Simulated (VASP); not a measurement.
# BaLi2Pd (R-3m) in VASP: further runs

The runs below take BaLi2Pd through single point, with PBE.

All numbers are computed with VASP 6.6.1; they aren't measurements. Logs are shortened: lines on timing, memory, paths and dates and some standing lists are left out, and cuts for length are marked.

**1. The cell of the first run**

It takes space group R-3m (No. 166, trigonal). The conventional cell has a = 3.660 Å, b = 3.660 Å, c = 19.317 Å, α = 90.00°, β = 90.00°, γ = 120.00°. Within 3.1 Å of Ba (site symmetry -3m) lie 6 Li at 2.37 Å. Li (site symmetry 3m) has 3 Ba at 2.37 Å and 3 Li at 3.01 Å and 3 Pd at 3.01 Å within 3.1 Å. Pd (site symmetry -3m) has 6 Li at 3.01 Å and 6 Pd at 3.66 Å and 6 Ba at 3.85 Å within 4.0 Å.

**2. Single point, PBE**

Input file INCAR:

```
PREC = Accurate ; ENCUT = 520
EDIFF = 1E-7 ; ISMEAR = 0
SIGMA = 0.1 ; LREAL = F
LASPH = T ; NELM = 100
ALGO = Fast ; ISIF = 2
LWAVE = F ; LCHARG = F
GGA = PE ; NBANDS = 21
```

Input file KPOINTS:

```
regular mesh
0
Gamma
  6 6 6
```

Input file POSCAR:

```
BaLi2Pd
1.0
    1.8297822238      1.0564252595      6.4388648051
   -1.8297822238      1.0564252595      6.4388648051
    0.0000000000     -2.1128505190      6.4388648051
Ba Li Pd
1 2 1
Direct
    0.5000000000      0.5000000000      0.5000000000
    0.2220000000      0.2220000000      0.2220000000
    0.7780000000      0.7780000000      0.7780000000
    0.0000000000      0.0000000000      0.0000000000
```

Potentials or basis: VASP PAW PBE potentials, release 64 (Ba_sv, Li_sv, Pd).

Command:

```console
$ cat potpaw_PBE.64/Ba_sv/POTCAR potpaw_PBE.64/Li_sv/POTCAR potpaw_PBE.64/Pd/POTCAR > POTCAR
$ mpirun -np 1 vasp_std > vasp.out
```

OUTCAR:

```text
PREC = Accurate
   ENCUT = 520
   EDIFF = 1E-7
   ISMEAR = 0
   LREAL = F
   LASPH = T
   NELM = 100
   ISIF = 2
   GGA = PE

 ion  position               nearest neighbor table
   1  0.500  0.500  0.500-   2 2.37   2 2.37   3 2.37   3 2.37   2 2.37   3 2.37   4 3.85   4 3.85
                             4 3.85   4 3.85   4 3.85   4 3.85
   2  0.222  0.222  0.222-   1 2.37   1 2.37   1 2.37   4 3.01   4 3.01   4 3.01
   3  0.778  0.778  0.778-   1 2.37   1 2.37   1 2.37   4 3.01   4 3.01   4 3.01
   4  0.000  0.000  0.000-   3 3.01   3 3.01   2 3.01   2 3.01   3 3.01   2 3.01   1 3.85   1 3.85
                             1 3.85   1 3.85   1 3.85   1 3.85

  LATTYP: Found a trigonal (rhomboedric) cell.
 ALAT       =     6.7766597446
 COS(alpha) =     0.8541865978

  Lattice vectors:

 A1 = (   1.8297822238,   1.0564252595,   6.4388648051)
 A2 = (  -1.8297822238,   1.0564252595,   6.4388648051)
 A3 = (   0.0000000000,  -2.1128505190,   6.4388648051)

Analysis of symmetry for initial positions (statically):
=====================================================================
 Subroutine PRICEL returns:
 Original cell was already a primitive cell.

 Routine SETGRP: Setting up the symmetry group for a
 trigonal (rhombohedral) supercell.

 Subroutine GETGRP returns: Found 12 space group operations
 (whereof 12 operations were pure point group operations)
 out of a pool of 12 trial point group operations.

The static configuration has the point symmetry D_3d.

Analysis of symmetry for dynamics (positions and initial velocities):
=====================================================================
 Subroutine PRICEL returns:
 Original cell was already a primitive cell.

 Routine SETGRP: Setting up the symmetry group for a
 trigonal (rhombohedral) supercell.

 Subroutine GETGRP returns: Found 12 space group operations
 (whereof 12 operations were pure point group operations)
 out of a pool of 12 trial point group operations.

The dynamic configuration has the point symmetry D_3d.

 Subroutine INISYM returns: Found 12 space group operations
 (whereof 12 operations are pure point group operations),
 and found     1 'primitive' translations

----------------------------------------------------------------------------------------

                                     Primitive cell

  volume of cell :      74.6790

  direct lattice vectors                    reciprocal lattice vectors
     1.829782224  1.056425260  6.438864805     0.273256562  0.157764750  0.051768960
    -1.829782224  1.056425260  6.438864805    -0.273256562  0.157764750  0.051768960
     0.000000000 -2.112850519  6.438864805     0.000000000 -0.315529499  0.051768960

  length of vectors
     6.776659745  6.776659745  6.776659745     0.319748167  0.319748167  0.319748167

  position of ions in fractional coordinates (direct lattice)
     0.500000000  0.500000000  0.500000000
     0.222000000  0.222000000  0.222000000
     0.778000000  0.778000000  0.778000000
     0.000000000  0.000000000  0.000000000

  ion indices of the primitive-cell ions
   primitive index   ion index
                 1           1
                 2           2
                 3           3
                 4           4

----------------------------------------------------------------------------------------

 KPOINTS: regular mesh

Automatic generation of k-mesh.
 Grid dimensions read from file:
 generate k-points for:    6    6    6

 Generating k-lattice:

  Cartesian coordinates                     Fractional coordinates (reciprocal lattice)
     0.045542760  0.026294125  0.008628160     0.166666667 -0.000000000  0.000000000
    -0.045542760  0.026294125  0.008628160    -0.000000000  0.166666667  0.000000000
     0.000000000 -0.052588250  0.008628160     0.000000000  0.000000000  0.166666667

  Length of vectors
     0.053291361  0.053291361  0.053291361

  Shift w.r.t. Gamma in fractional coordinates (k-lattice)
     0.000000000  0.000000000  0.000000000

 Subroutine IBZKPT returns following result:
 ===========================================

 Found     32 irreducible k-points:

 Following reciprocal coordinates:
            Coordinates               Weight
  0.000000  0.000000  0.000000      1.000000
  0.166667  0.000000 -0.000000      6.000000
  0.333333 -0.000000 -0.000000      6.000000
  0.500000  0.000000  0.000000      3.000000
  0.166667  0.166667  0.000000      6.000000
  0.333333  0.166667 -0.000000     12.000000
[... 16 lines left out ...]
  0.500000  0.500000  0.166667      6.000000
 -0.333333  0.500000  0.166667     12.000000
 [... further k-points ...]
   k-points           NKPTS =     32   k-points in BZ     NKDIM =     32   number of bands    NBANDS=     21
   number of dos      NEDOS =    301   number of ions     NIONS =      4
   total plane-waves  NPLWV = 125000
   dimension x,y,z NGX =    50 NGY =   50 NGZ =   50
   dimension x,y,z NGXF=   100 NGYF=  100 NGZF=  100
   ions per type =               1   2   1
   NGX,Y,Z   is equivalent  to a cutoff of  12.27, 12.27, 12.27 a.u.
   NGXF,Y,Z  is equivalent  to a cutoff of  24.53, 24.53, 24.53 a.u.
 SYSTEM =  unknown system
   PREC   = accura    normal or accurate (medium, high low for compatibility)
   ISTART =      0    job   : 0-new  1-cont  2-samecut
   ICHARG =      2    charge: 1-file 2-atom 10-const
   ISPIN  =      1    spin polarized calculation?
   LNONCOLLINEAR =      F non collinear calculations
   LSORBIT =      F    spin-orbit coupling
   LASPH  =      T    aspherical Exc in radial PAW
   ENCUT  =  520.0 eV  38.22 Ry    6.18 a.u.  12.60 12.60 12.60*2*pi/ulx,y,z
   NELM   =    100;   NELMIN=  2; NELMDL= -5     # of ELM steps
   EDIFF  = 0.1E-06   stopping-criterion for ELM
   LREAL  =      F    real-space projection
   EDIFFG = 0.1E-05   stopping-criterion for IOM
   NSW    =      0    number of steps for IOM
   IBRION =     -1    ionic relax: 0-MD 1-quasi-New 2-CG
   NFREE  =      0    steps in history (QN), initial steepest desc. (CG)
   ISIF   =      2    stress and relaxation
   ISYM   =      2    0-nonsym 1-usesym 2-fastsym
   POTIM  = 0.5000    time-step for ionic-motion
   TEBEG  =    0.0;   TEEND  =   0.0 temperature during run
   PSTRESS=    0.0 pullay stress
   NELECT =      26.0000    total number of electrons
   NUPDOWN=      -1.0000    fix difference up-down
   EMIN   =  10.00;   EMAX   =-10.00  energy-range for DOS
   EFERMI =   0.00;   METHOD = LEGACY
   ISMEAR =     0;   SIGMA  =   0.10  broadening in eV -4-tet -1-fermi 0-gaus
   EFERMI_NEDOS =   21; number of points for ismear=-14 and -15
   IALGO  =     68    algorithm
   IMIX   =      4    mixing-type and parameters
     AMIX     =   0.40;   BMIX     =  1.00
     AMIX_MAG =   1.60;   BMIX_MAG =  1.00
  volume/ion in A,a.u.               =      18.67       125.99
  Fermi-wavevector in a.u.,A,eV,Ry     =   1.151683  2.176366 18.046417  1.326374
  Thomas-Fermi vector in A             =   2.288339
   LORBIT       =      0    0 simple, 1 ext, 2 COOP (PROOUT), +10 PAW based schemes
   GGA     = PE    functional components
   LHFCALC =     F    Hartree Fock is set to
   AEXX    =    0.0000 exact exchange contribution
   IVDW    =     0    specifies the selected vdW correction
   LEPSILON=     F    determine dielectric tensor
   LRPA    =     F    only Hartree local field effects (RPA)
 non-spin polarized calculation
 RMM-DIIS sequential band-by-band and
 Gauss-broadening in eV      SIGMA  =   0.10
  energy-cutoff  :      520.00
  volume of cell :       74.68
 maximum number of plane-waves:      2022
   NGX = 25   NGY = 25   NGZ = 25

 number of electron      26.0000002 magnetization

 Free energy of the ion-electron system (eV)
  ---------------------------------------------------
  ext. energy  EPLUGINS =         0.00000000
  ---------------------------------------------------
  free energy    TOTEN  =        -5.19108095 eV

  energy without entropy =       -5.16824357  energy(sigma->0) =       -5.17966226

 E-fermi :   4.3590     XC(G=0):  -9.8088

 val. band max:        4.3487451970   @ k =   0.1667   0.1667   0.1667
 cond. band min:       4.3674799458   @ k =  -0.3333   0.3333   0.1667
 fundamental gap:      0.0187347488
 Fermi energy:         4.3589732128

 k-point     1 :       0.0000    0.0000    0.0000
  band No.  band energies     occupation
      1     -43.8939      2.00000
      2     -43.8680      2.00000
      3     -24.5148      2.00000
      4      -9.7985      2.00000
      5      -9.1247      2.00000
      6      -9.1247      2.00000
[... 13 lines left out ...]
     20      11.7995      0.00000
     21      11.8582      0.00000

 k-point     2 :       0.1667    0.0000   -0.0000
  band No.  band energies     occupation
      1     -43.8908      2.00000
      2     -43.8683      2.00000
      3     -24.4593      2.00000
      4      -9.7657      2.00000
      5      -9.6484      2.00000
      6      -9.2741      2.00000
[... 13 lines left out ...]
     20      12.1099      0.00000
     21      13.0875      0.00000

 k-point     3 :       0.3333   -0.0000   -0.0000
  band No.  band energies     occupation
      1     -43.8837      2.00000
      2     -43.8699      2.00000
      3     -24.3443      2.00000
      4     -10.5882      2.00000
      5      -9.6547      2.00000
      6      -9.5507      2.00000
[... 13 lines left out ...]
     20      10.2871      0.00000
     21      13.7918      0.00000

 k-point     4 :       0.5000    0.0000    0.0000
  band No.  band energies     occupation
      1     -43.8787      2.00000
      2     -43.8721      2.00000
      3     -24.2846      2.00000
      4     -10.9985      2.00000
      5      -9.6795      2.00000
      6      -9.6048      2.00000
[... 13 lines left out ...]
     20      10.9924      0.00000
     21      11.6212      0.00000

 k-point     5 :       0.1667    0.1667    0.0000
  band No.  band energies     occupation
      1     -43.8908      2.00000
      2     -43.8683      2.00000
      3     -24.4593      2.00000
      4      -9.7657      2.00000
      5      -9.6492      2.00000
      6      -9.2740      2.00000
[... 13 lines left out ...]
     20      12.0818      0.00000
     21      13.1060      0.00000

 k-point     6 :       0.3333    0.1667   -0.0000
  band No.  band energies     occupation
      1     -43.8856      2.00000
      2     -43.8693      2.00000
      3     -24.3737      2.00000
      4     -10.2769      2.00000
      5      -9.7234      2.00000
      6      -9.5594      2.00000
[... 13 lines left out ...]
     20      11.0686      0.00000
     21      12.0443      0.00000

 k-point     7 :       0.5000    0.1667   -0.0000
  band No.  band energies     occupation
      1     -43.8791      2.00000
      2     -43.8717      2.00000
      3     -24.2847      2.00000
      4     -10.7990      2.00000
      5      -9.9544      2.00000
      6      -9.6046      2.00000
[... 13 lines left out ...]
     20      11.2318      0.00000
     21      12.1154      0.00000
[... 291 lines left out ...]
      1     -43.8856      2.00000
      2     -43.8693      2.00000
      3     -24.3736      2.00000
      4     -10.2761      2.00000
      5      -9.7272      2.00000
      6      -9.5595      2.00000
[... 13 lines left out ...]
     20      11.1598      0.00000
     21      12.2440      0.00000

 k-point    21 :      -0.3333    0.3333    0.1667
  band No.  band energies     occupation
      1     -43.8791      2.00000
      2     -43.8716      2.00000
      3     -24.2847      2.00000
      4     -10.7980      2.00000
      5      -9.9549      2.00000
      6      -9.6046      2.00000
[... 13 lines left out ...]
     20      11.4509      0.00000
     21      12.0756      0.00000

 k-point    22 :      -0.1667    0.3333    0.1667
  band No.  band energies     occupation
      1     -43.8791      2.00000
      2     -43.8717      2.00000
      3     -24.2848      2.00000
      4     -10.7982      2.00000
      5      -9.9543      2.00000
      6      -9.6032      2.00000
[... 13 lines left out ...]
     20      10.3594      0.00000
     21      11.6123      0.00000

 k-point    23 :       0.5000    0.5000    0.1667
  band No.  band energies     occupation
      1     -43.8837      2.00000
      2     -43.8699      2.00000
      3     -24.3443      2.00000
      4     -10.5863      2.00000
      5      -9.6571      2.00000
      6      -9.5504      2.00000
[... 13 lines left out ...]
     20      11.3429      0.00000
     21      12.1224      0.00000

 k-point    24 :      -0.3333    0.5000    0.1667
  band No.  band energies     occupation
      1     -43.8791      2.00000
      2     -43.8716      2.00000
      3     -24.2847      2.00000
      4     -10.7971      2.00000
      5      -9.9550      2.00000
      6      -9.6038      2.00000
[... 13 lines left out ...]
     20      11.1445      0.00000
     21      11.6184      0.00000

 [... further k-points ...]

------------------------ aborting loop because EDIFF is reached ----------------------------------------

  FORCE on cell =-STRESS in cart. coord.  units (eV):
  Direction    XX          YY          ZZ          XY          YZ          ZX
  --------------------------------------------------------------------------------------
  -------------------------------------------------------------------------------------
  Total       10.1088232     10.1088232     -1.2141371      0.0000000      0.0000000      0.0000000
  in kB      216.8764745    216.8764745    -26.0483119      0.0000000      0.0000000      0.0000000
  external PRESSURE =     135.9015457 kB  Pullay stress =       0.0000000 kB

 VOLUME and BASIS-vectors are now :
 -----------------------------------------------------------------------------
  energy-cutoff  :      520.00
  volume of cell :       74.68
      direct lattice vectors                 reciprocal lattice vectors
     1.829782224  1.056425260  6.438864805     0.273256562  0.157764750  0.051768960
    -1.829782224  1.056425260  6.438864805    -0.273256562  0.157764750  0.051768960
     0.000000000 -2.112850519  6.438864805     0.000000000 -0.315529499  0.051768960

 POSITION                                       TOTAL-FORCE (eV/Angst)
 -----------------------------------------------------------------------------------
      0.00000      0.00000      9.65830        -0.000000      0.000000     -0.000000
      0.00000      0.00000      4.28828        -0.000000     -0.000000      3.197284
      0.00000      0.00000     15.02831        -0.000000     -0.000000     -3.197284
      0.00000      0.00000      0.00000         0.000000     -0.000000     -0.000000
 -----------------------------------------------------------------------------------
    total drift:                               -0.000000     -0.000000      0.000000

  FREE ENERGIE OF THE ION-ELECTRON SYSTEM (eV)
  ---------------------------------------------------
  free  energy   TOTEN  =        -5.1910809525 eV

  energy  without entropy=       -5.1682435718  energy(sigma->0) =       -5.17966226
```

It took 22 min on 1 thread of Intel Xeon 8259CL, shared host; peak memory 0.4 GiB.

What came out:

| Quantity | Value |
| --- | --- |
| Free energy | -5.1911 eV |
| Largest force | 3.197 eV/Å |
| Band gap on the k mesh | zero (bands 13 and 14 overlap by 1.16 eV) |

Forces in eV/Å, atoms in the order of the input:
```
Ba   0.000  0.000  0.000
Li   0.000  0.000  3.197
Li   0.000  0.000 -3.197
Pd   0.000  0.000  0.000
```

Caveat: the cutoff is under 1.25 times the usual one of these potentials, so pressure, stress and relaxed cells hold a basis-set (Pulay) error; spin-orbit coupling is left out, which moves the levels of the heavy elements; forces of over 1 eV/Å act on the atoms, so gaps and moduli don't describe the material at rest.

**3. Single point, PBE**

This run uses another cell than the first one, of 25.47 Å³/atom.

Input file INCAR:

```
SYSTEM = BaLi2Pd
PREC = Accurate
ENCUT = 520
EDIFF = 1E-6
ISMEAR = 0
SIGMA = 0.1
LREAL = .False.
LASPH = .True.
NELM = 80
ALGO = Normal
ISIF = 2
LWAVE = .False.
LCHARG = .True.
GGA = PE
LELF = .True.
LVHAR = .True.
NBANDS = 21
```

Input file KPOINTS:

```
regular mesh
0
Gamma
  6 6 6
  0 0 0
```

Input file POSCAR:

```
BaLi2Pd
1.0
    2.2578901650      1.3035934946      5.7683841646
   -2.2578901650      1.3035934946      5.7683841646
    0.0000000000     -2.6071869891      5.7683841646
Ba Li Pd
1 2 1
Direct
    0.5000000000      0.5000000000      0.5000000000
    0.3071619527      0.3071619527      0.3071619527
    0.6928380473      0.6928380473      0.6928380473
    0.0000000000      0.0000000000      0.0000000000
```

Potentials or basis: VASP PAW PBE potentials, release 64 (Ba_sv, Li_sv, Pd).

Command:

```console
$ cat potpaw_PBE.64/Ba_sv/POTCAR potpaw_PBE.64/Li_sv/POTCAR potpaw_PBE.64/Pd/POTCAR > POTCAR
$ mpirun -np 1 vasp_std > vasp.out
```

Run time: 3.1 min. Hardware: 1 thread of Intel Xeon 8259CL, shared host; peak memory 0.37 GiB.

The run converged. Its results:

```
Free energy            : -11.8688 eV
Largest force          : 0.006 eV/Å
Band gap on the k mesh : zero (bands 13 and 14 overlap by 0.45 eV)
```

Forces on the atoms (eV/Å):
```
Ba   0.000  0.000  0.000
Li   0.000  0.000  0.006
Li   0.000  0.000 -0.006
Pd   0.000  0.000  0.000
```

Levels at points of the mesh, in eV from the Fermi level:
```
           k point  band 10  band 11  band 12  band 13  band 14  band 15  band 16  band 17
(0.00, 0.00, 0.00)    -2.52    -2.17    -2.17     0.14     0.75     2.03     2.03     3.30
(0.50, 0.00, 0.00)    -2.10    -2.09    -1.60    -1.52    -0.08     0.39     0.64     2.50
(0.50, 0.50, 0.00)    -2.22    -2.18    -1.94    -0.38     0.14     1.13     1.66     2.09
(0.50, 0.50, 0.50)    -2.28    -2.08    -2.08    -1.95     1.23     1.61     1.61     3.08
```

Caveat: the cutoff is under 1.25 times the usual one of these potentials, so pressure, stress and relaxed cells hold a basis-set (Pulay) error; spin-orbit coupling is left out, which moves the levels of the heavy elements.

The gap in the log of VASP goes by the Fermi energy; the results here count the filled bands.